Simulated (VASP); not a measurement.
# Nd2Hf2F (P6/mmm) in VASP: a series of runs

Runs on Nd2Hf2F. Level: PBE. Tasks: single point.

Everything below comes from runs of VASP 6.6.1. Logs are shortened: lines on timing, memory, paths and dates and some standing lists are left out, and cuts for length are marked.

## 1. The cell of the first run

The structure is hexagonal, space group P6/mmm (No. 191). Conventional cell: a = 4.867 Å, b = 4.867 Å, c = 5.024 Å, α = 90.00°, β = 90.00°, γ = 120.00°. Within 3.3 Å of Nd (site symmetry -6m2) lie 2 Hf at 2.51 Å and 3 Nd at 2.81 Å. Hf (site symmetry -6m2) has 2 Nd at 2.51 Å and 3 Hf at 2.81 Å and 3 F at 2.81 Å within 3.3 Å. F (site symmetry 6/mmm) has 6 Hf at 2.81 Å and 12 Nd at 3.77 Å within 3.8 Å.

The cell was built from a structure type or drawn by symmetry, and may not be a known phase.

## 2. Single point, PBE

INCAR reads:

```
PREC     = Accurate       # precision mode
ENCUT    = 520            # plane-wave cutoff, eV
EDIFF    = 1E-6           # SCF threshold, eV
ISMEAR   = 0              # smearing method
SIGMA    = 0.1            # smearing width, eV
LREAL    = F              # projectors in reciprocal space
LASPH    = T              # aspherical terms in the spheres
NELM     = 100            # most SCF steps
ALGO     = Normal         # electronic algorithm
ISIF     = 2              # what is computed and relaxed
LWAVE    = F              # write WAVECAR
LCHARG   = T              # write CHGCAR
GGA      = PE             # functional
LELF     = T              # ELF
LVHAR    = T            
NBANDS   = 36             # bands
```

KPOINTS reads:

```
Automatic mesh
0
Gamma
  6 6 4
```

POSCAR reads:

```
Nd2Hf2F
1.0
    4.8667989100      0.0000000000      0.0000000000
   -2.4333994600      4.2147714900      0.0000000000
    0.0000000000      0.0000000000      5.0241352500
Nd Hf F
2 2 1
Direct
    0.3333333300      0.6666666700      0.5000000000
    0.6666666700      0.3333333300      0.5000000000
    0.3333333300      0.6666666700      0.0000000000
    0.6666666700      0.3333333300      0.0000000000
    0.0000000000      0.0000000000      0.0000000000
```

Potentials or basis: VASP PAW PBE potentials, release 64 (Nd, Hf_pv, F).

Command:

```sh
$ cat potpaw_PBE.64/Nd/POTCAR potpaw_PBE.64/Hf_pv/POTCAR potpaw_PBE.64/F/POTCAR > POTCAR
$ mpirun -np 1 vasp_std > vasp.out
```

OUTCAR:

```text
PREC = Accurate
   ENCUT = 520
   EDIFF = 1E-6
   ISMEAR = 0
   LREAL = F
   LASPH = T
   NELM = 100
   ISIF = 2
   GGA = PE

 ion  position               nearest neighbor table
   1  0.333  0.667  0.500-   3 2.51   3 2.51   2 2.81   2 2.81   2 2.81
   2  0.667  0.333  0.500-   4 2.51   4 2.51   1 2.81   1 2.81   1 2.81
   3  0.333  0.667  0.000-   1 2.51   1 2.51   4 2.81   4 2.81   5 2.81   5 2.81   5 2.81   4 2.81

   4  0.667  0.333  0.000-   2 2.51   2 2.51   3 2.81   3 2.81   5 2.81   5 2.81   5 2.81   3 2.81

   5  0.000  0.000  0.000-   3 2.81   4 2.81   4 2.81   3 2.81   4 2.81   3 2.81

  LATTYP: Found a hexagonal cell.
 ALAT       =     4.8667989100
 C/A-ratio  =     1.0323285065

  Lattice vectors:

 A1 = (   4.8667989100,   0.0000000000,   0.0000000000)
 A2 = (  -2.4333994600,   4.2147714900,   0.0000000000)
 A3 = (   0.0000000000,   0.0000000000,   5.0241352500)

Analysis of symmetry for initial positions (statically):
=====================================================================
 Subroutine PRICEL returns:
 Original cell was already a primitive cell.

 Routine SETGRP: Setting up the symmetry group for a
 hexagonal supercell.

 Subroutine GETGRP returns: Found 24 space group operations
 (whereof 24 operations were pure point group operations)
 out of a pool of 24 trial point group operations.

The static configuration has the point symmetry D_6h.

Analysis of symmetry for dynamics (positions and initial velocities):
=====================================================================
 Subroutine PRICEL returns:
 Original cell was already a primitive cell.

 Routine SETGRP: Setting up the symmetry group for a
 hexagonal supercell.

 Subroutine GETGRP returns: Found 24 space group operations
 (whereof 24 operations were pure point group operations)
 out of a pool of 24 trial point group operations.

The dynamic configuration has the point symmetry D_6h.

 Subroutine INISYM returns: Found 24 space group operations
 (whereof 24 operations are pure point group operations),
 and found     1 'primitive' translations

----------------------------------------------------------------------------------------

                                     Primitive cell

  volume of cell :     103.0573
[... 88 lines left out ...]
   LASPH  =      T    aspherical Exc in radial PAW
   ENCUT  =  520.0 eV  38.22 Ry    6.18 a.u.   9.05  9.05  9.34*2*pi/ulx,y,z
   NELM   =    100;   NELMIN=  2; NELMDL= -5     # of ELM steps
   EDIFF  = 0.1E-05   stopping-criterion for ELM
   LREAL  =      F    real-space projection
   EDIFFG = 0.1E-04   stopping-criterion for IOM
   NSW    =      0    number of steps for IOM
   IBRION =     -1    ionic relax: 0-MD 1-quasi-New 2-CG
   NFREE  =      0    steps in history (QN), initial steepest desc. (CG)
   ISIF   =      2    stress and relaxation
   ISYM   =      2    0-nonsym 1-usesym 2-fastsym
   POTIM  = 0.5000    time-step for ionic-motion
   TEBEG  =    0.0;   TEEND  =   0.0 temperature during run
   PSTRESS=    0.0 pullay stress
   NELECT =      55.0000    total number of electrons
   NUPDOWN=      -1.0000    fix difference up-down
   EMIN   =  10.00;   EMAX   =-10.00  energy-range for DOS
   EFERMI =   0.00;   METHOD = LEGACY
   ISMEAR =     0;   SIGMA  =   0.10  broadening in eV -4-tet -1-fermi 0-gaus
   EFERMI_NEDOS =   21; number of points for ismear=-14 and -15
   IALGO  =     38    algorithm
   IMIX   =      4    mixing-type and parameters
     AMIX     =   0.40;   BMIX     =  1.00
     AMIX_MAG =   1.60;   BMIX_MAG =  1.00
  volume/ion in A,a.u.               =      20.61       139.09
  Fermi-wavevector in a.u.,A,eV,Ry     =   1.327913  2.509391 23.991857  1.763352
  Thomas-Fermi vector in A             =   2.457189
   LORBIT       =      0    0 simple, 1 ext, 2 COOP (PROOUT), +10 PAW based schemes
   GGA     = PE    functional components
   LHFCALC =     F    Hartree Fock is set to
   AEXX    =    0.0000 exact exchange contribution
   IVDW    =     0    specifies the selected vdW correction
   LEPSILON=     F    determine dielectric tensor
   LRPA    =     F    only Hartree local field effects (RPA)
 non-spin polarized calculation
 Gauss-broadening in eV      SIGMA  =   0.10
  energy-cutoff  :      520.00
  volume of cell :      103.06
 maximum number of plane-waves:      2805
   NGX = 19   NGY = 19   NGZ = 19

 number of electron      55.0000012 magnetization

 Free energy of the ion-electron system (eV)
  ---------------------------------------------------
  ext. energy  EPLUGINS =         0.00000000
  ---------------------------------------------------
  free energy    TOTEN  =       -28.56894499 eV

  energy without entropy =      -28.43634752  energy(sigma->0) =      -28.50264626

 E-fermi :   5.2780     XC(G=0): -11.0235

 val. band max:        5.2723929563   @ k =   0.3333   0.3333   0.2500
 cond. band min:       5.2781090511   @ k =   0.1667  -0.0000   0.5000
 fundamental gap:      0.0057160948
 Fermi energy:         5.2779780525

 k-point     1 :       0.0000    0.0000    0.0000
  band No.  band energies     occupation
      1     -31.9303      2.00000
      2     -30.9216      2.00000
      3     -25.7716      2.00000
      4     -25.5143      2.00000
      5     -25.4765      2.00000
      6     -25.4765      2.00000
[... 808 lines left out ...]
     35       5.7961      0.00000
     36       5.8971      0.00000

------------------------ aborting loop because EDIFF is reached ----------------------------------------

  FORCE on cell =-STRESS in cart. coord.  units (eV):
  Direction    XX          YY          ZZ          XY          YZ          ZX
  --------------------------------------------------------------------------------------
  -------------------------------------------------------------------------------------
  Total       -0.1972003     -0.1972003     19.9409606      0.0000000      0.0000000      0.0000000
  in kB       -3.0657687     -3.0657687    310.0115674      0.0000000      0.0000000      0.0000000
  external PRESSURE =     101.2933433 kB  Pullay stress =       0.0000000 kB

 VOLUME and BASIS-vectors are now :
 -----------------------------------------------------------------------------
  energy-cutoff  :      520.00
  volume of cell :      103.06
      direct lattice vectors                 reciprocal lattice vectors
     4.866798910  0.000000000  0.000000000     0.205473869  0.118630394  0.000000000
    -2.433399460  4.214771490  0.000000000     0.000000000  0.237260787  0.000000000
     0.000000000  0.000000000  5.024135250     0.000000000  0.000000000  0.199039228

 POSITION                                       TOTAL-FORCE (eV/Angst)
 -----------------------------------------------------------------------------------
     -0.00000      2.80985      2.51207        -0.000000      0.000000      0.000000
      2.43340      1.40492      2.51207         0.000000     -0.000000     -0.000000
     -0.00000      2.80985      0.00000        -0.000000     -0.000000      0.000000
      2.43340      1.40492      0.00000         0.000000      0.000000     -0.000000
      0.00000      0.00000      0.00000         0.000000      0.000000      0.000000
 -----------------------------------------------------------------------------------
    total drift:                                0.000000     -0.000000     -0.000000

  FREE ENERGIE OF THE ION-ELECTRON SYSTEM (eV)
  ---------------------------------------------------
  free  energy   TOTEN  =       -28.5689449915 eV

  energy  without entropy=      -28.4363475235  energy(sigma->0) =      -28.50264626
```

It took 4.6 min on 1 thread of AMD EPYC 7R43 (Zen 3), shared host; peak memory 0.22 GiB.

Results:

```yaml
Free_energy: -28.5689 eV
Pressure: 10.1 GPa
Band_gap_on_the_k_mesh: zero (an odd number of electrons rules out a gap without spin polarisation)
```

Stress tensor (GPa, compression positive):
```
-0.31  0.00  0.00
 0.00 -0.31  0.00
 0.00  0.00 31.00
```

Caveat: the cell stands under pressure; spin-orbit coupling is left out, which moves the levels of the heavy elements; an odd number of electrons without spin polarisation forces a metal; a magnetic or distorted state may lie lower; the run has no spin polarisation, though such a crystal can be magnetic; semilocal functionals describe open f shells poorly, which spoils levels, moments and volumes. With open d or f shells a metallic result of PBE can be an artefact of self-interaction; +U or a hybrid may open a gap.

## 3. Single point, PBE

This run uses another cell than the first one, of 28.49 Å³/atom.

INCAR reads:

```
PREC = Accurate
ENCUT = 520
EDIFF = 1E-7
ISMEAR = 0
SIGMA = 0.1
LREAL = False
LASPH = True
NELM = 100
ALGO = Normal
ISIF = 2
LWAVE = False
LCHARG = True
GGA = PE
LELF = True
LVHAR = True
NBANDS = 36
```

KPOINTS reads:

```
regular mesh
0
Gamma
  12 12 6
```

POSCAR reads:

```
Nd2Hf2F
1.0
    5.1941341407      0.0000000000      0.0000000000
   -2.5970670703      4.4982521165      0.0000000000
    0.0000000000      0.0000000000      6.0973587162
Nd Hf F
2 2 1
Direct
    0.3333333333      0.6666666667      0.5000000000
    0.6666666667      0.3333333333      0.5000000000
    0.3333333333      0.6666666667      0.0000000000
    0.6666666667      0.3333333333      0.0000000000
    0.0000000000      0.0000000000      0.0000000000
```

Potentials or basis: VASP PAW PBE potentials, release 64 (Nd, Hf_pv, F).

Command:

```sh
$ cat potpaw_PBE.64/Nd/POTCAR potpaw_PBE.64/Hf_pv/POTCAR potpaw_PBE.64/F/POTCAR > POTCAR
$ mpirun -np 1 vasp_std > vasp.out
```

OUTCAR:

```text
PREC = Accurate
   ENCUT = 520
   EDIFF = 1E-7
   ISMEAR = 0
   LREAL = False
   LASPH = True
   NELM = 100
   ISIF = 2
   GGA = PE

 ion  position               nearest neighbor table
   1  0.333  0.667  0.500-   2 3.00   2 3.00   2 3.00   3 3.05   3 3.05
   2  0.667  0.333  0.500-   1 3.00   1 3.00   1 3.00   4 3.05   4 3.05
   3  0.333  0.667  0.000-   4 3.00   4 3.00   4 3.00   1 3.05   1 3.05
   4  0.667  0.333  0.000-   3 3.00   3 3.00   3 3.00   2 3.05   2 3.05
   5  0.000  0.000  0.000-

  LATTYP: Found a hexagonal cell.
 ALAT       =     5.1941341407
 C/A-ratio  =     1.1738931939

  Lattice vectors:

 A1 = (   5.1941341407,   0.0000000000,   0.0000000000)
 A2 = (  -2.5970670703,   4.4982521165,   0.0000000000)
 A3 = (   0.0000000000,   0.0000000000,   6.0973587162)

Analysis of symmetry for initial positions (statically):
=====================================================================
 Subroutine PRICEL returns:
 Original cell was already a primitive cell.

 Routine SETGRP: Setting up the symmetry group for a
 hexagonal supercell.

 Subroutine GETGRP returns: Found 24 space group operations
 (whereof 24 operations were pure point group operations)
 out of a pool of 24 trial point group operations.

The static configuration has the point symmetry D_6h.

Analysis of symmetry for dynamics (positions and initial velocities):
=====================================================================
 Subroutine PRICEL returns:
 Original cell was already a primitive cell.

 Routine SETGRP: Setting up the symmetry group for a
 hexagonal supercell.

 Subroutine GETGRP returns: Found 24 space group operations
 (whereof 24 operations were pure point group operations)
 out of a pool of 24 trial point group operations.

[... 122 lines left out ...]
   EFERMI_NEDOS =   21; number of points for ismear=-14 and -15
   IALGO  =     38    algorithm
   IMIX   =      4    mixing-type and parameters
     AMIX     =   0.40;   BMIX     =  1.00
     AMIX_MAG =   1.60;   BMIX_MAG =  1.00
  volume/ion in A,a.u.               =      28.49       192.28
  Fermi-wavevector in a.u.,A,eV,Ry     =   1.192055  2.252657 19.333801  1.420994
  Thomas-Fermi vector in A             =   2.328102
   LORBIT       =      0    0 simple, 1 ext, 2 COOP (PROOUT), +10 PAW based schemes
   GGA     = PE    functional components
   LHFCALC =     F    Hartree Fock is set to
   AEXX    =    0.0000 exact exchange contribution
   IVDW    =     0    specifies the selected vdW correction
   LEPSILON=     F    determine dielectric tensor
   LRPA    =     F    only Hartree local field effects (RPA)
 non-spin polarized calculation
 Gauss-broadening in eV      SIGMA  =   0.10
  energy-cutoff  :      520.00
  volume of cell :      142.46
 maximum number of plane-waves:      3866
 NGX is ok and might be reduce to    40
   NGX = 19   NGY = 19   NGZ = 23

 number of electron      55.0000003 magnetization

 Free energy of the ion-electron system (eV)
  ---------------------------------------------------
  ext. energy  EPLUGINS =         0.00000000
  ---------------------------------------------------
  free energy    TOTEN  =       -29.05979574 eV

  energy without entropy =      -28.85202647  energy(sigma->0) =      -28.95591110

 E-fermi :   3.0997     XC(G=0):  -9.5978

 val. band max:        3.0996263365   @ k =   0.3333  -0.0000   0.3333
 cond. band min:       3.1004032696   @ k =   0.2500   0.0833   0.5000
 fundamental gap:      0.0007769331
 Fermi energy:         3.0996684903

 k-point     1 :       0.0000    0.0000    0.0000
  band No.  band energies     occupation
      1     -34.0458      2.00000
      2     -33.4866      2.00000
      3     -28.1581      2.00000
      4     -28.1581      2.00000
      5     -27.9888      2.00000
      6     -27.8755      2.00000
[... 925 lines left out ...]
     35       3.4417      0.00000
     36       3.4534      0.00000

 [... further k-points ...]

------------------------ aborting loop because EDIFF is reached ----------------------------------------

  FORCE on cell =-STRESS in cart. coord.  units (eV):
  Direction    XX          YY          ZZ          XY          YZ          ZX
  --------------------------------------------------------------------------------------
  -------------------------------------------------------------------------------------
  Total       -6.3367940     -6.3367940     -5.6448281     -0.0000000      0.0000000     -0.0000000
  in kB      -71.2658508    -71.2658508    -63.4837549     -0.0000000      0.0000000     -0.0000000
  external PRESSURE =     -68.6718189 kB  Pullay stress =       0.0000000 kB

 VOLUME and BASIS-vectors are now :
 -----------------------------------------------------------------------------
  energy-cutoff  :      520.00
  volume of cell :      142.46
      direct lattice vectors                 reciprocal lattice vectors
     5.194134141  0.000000000  0.000000000     0.192524870  0.111154285  0.000000000
    -2.597067070  4.498252116  0.000000000     0.000000000  0.222308571  0.000000000
     0.000000000  0.000000000  6.097358716     0.000000000  0.000000000  0.164005440

 POSITION                                       TOTAL-FORCE (eV/Angst)
 -----------------------------------------------------------------------------------
     -0.00000      2.99883      3.04868        -0.000000      0.000000     -0.000000
      2.59707      1.49942      3.04868         0.000000     -0.000000      0.000000
     -0.00000      2.99883      0.00000        -0.000000      0.000000     -0.000000
      2.59707      1.49942      0.00000         0.000000     -0.000000      0.000000
      0.00000      0.00000      0.00000         0.000000      0.000000      0.000000
 -----------------------------------------------------------------------------------
    total drift:                                0.000000     -0.000000     -0.000000

  FREE ENERGIE OF THE ION-ELECTRON SYSTEM (eV)
  ---------------------------------------------------
  free  energy   TOTEN  =       -29.0597957358 eV

  energy  without entropy=      -28.8520264666  energy(sigma->0) =      -28.95591110
```

Wall time 27 min (1 thread of AMD EPYC 7R43 (Zen 3), shared host); peak memory 0.49 GiB.

Results:

```yaml
Free_energy: -29.0598 eV
Pressure: -6.9 GPa
Band_gap_on_the_k_mesh: zero (an odd number of electrons rules out a gap without spin polarisation)
```

Levels at points of the mesh, in eV from the Fermi level:
```
           k point  band 24  band 25  band 26  band 27  band 28  band 29  band 30  band 31
(0.00, 0.00, 0.00)    -0.23    -0.06    -0.05    -0.02    -0.02     0.06     0.07     0.07
(0.50, 0.00, 0.00)    -0.21    -0.05    -0.04     0.00     0.01     0.03     0.07     0.07
(0.00, 0.00, 0.50)    -0.45    -0.17    -0.09    -0.06     0.12     0.12     0.12     0.22
(0.50, 0.00, 0.50)    -0.38    -0.37    -0.29    -0.09    -0.06    -0.04     0.06     0.07
```

Caveat: the cell stands under tension; spin-orbit coupling is left out, which moves the levels of the heavy elements; an odd number of electrons without spin polarisation forces a metal; a magnetic or distorted state may lie lower; the run has no spin polarisation, though such a crystal can be magnetic; semilocal functionals describe open f shells poorly, which spoils levels, moments and volumes. Spin polarisation is off, so any magnetic state and its effect on volume and gap are missing.
